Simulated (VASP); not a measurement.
Set up this calculation in VASP 6.6.1, as the native input.

- Task: single point
- Functional: PBE
- Potentials or basis: VASP PAW PBE potentials, release 64 (Hf_pv, O)
- Cutoff: 520 eV
- k mesh: 8 × 8 × 8
- Occupations: gaussian, width 0.05 eV
- Spin: no spin polarisation
- Dipole correction: no
- Further INCAR settings: ALGO = Normal; EDIFF = 1e-07; NBANDS = 18

The structure of HfO2 lies in POSCAR:

```
HfO2
1.0
    0.0000000000      2.5575000000      2.7621000000
    2.5575000000      0.0000000000      2.7621000000
    2.5575000000      2.5575000000      0.0000000000
Hf O
1 2
Direct
    0.0000000000      0.0000000000      0.0000000000
    0.2500000000      0.2500000000      0.2500000000
    0.7500000000      0.7500000000      0.7500000000
```

This cell differs from its parent crystal: strain +0.000 along x and y, +0.080 along z.

One way to write it, as run:

INCAR

```
SYSTEM = HfO2
ALGO = Normal
EDIFF = 1E-7
ENCUT = 520
GGA = PE
ISIF = 2
ISMEAR = 0
LASPH = .TRUE.
LCHARG = .FALSE.
LREAL = .FALSE.
LWAVE = .FALSE.
NBANDS = 18
NELM = 80
PREC = Accurate
SIGMA = 0.05
```

KPOINTS

```
k-points
0
G
  8 8 8
  0 0 0
```

Potentials or basis: VASP PAW PBE potentials, release 64 (Hf_pv, O).

Command:

```console
$ cat potpaw_PBE.64/Hf_pv/POTCAR potpaw_PBE.64/O/POTCAR > POTCAR
$ mpirun -np 1 vasp_std > vasp.out
```

Results of the run:

```
Pressure               : -20.4 GPa
Band gap on the k mesh : 2.69 eV, indirect (least direct gap 3.00 eV)
```

Caveat: the cell differs from its parent crystal (strain +0.000 along x and y, +0.080 along z); spin-orbit coupling is left out, which moves the levels of the heavy elements.

Run time: 34 s on 1 thread of Intel(R) Xeon(R) Platinum 8259CL CPU @ 2.50GHz (Skylake/Cascade Lake) (shared host), peak memory 0.18 GiB.
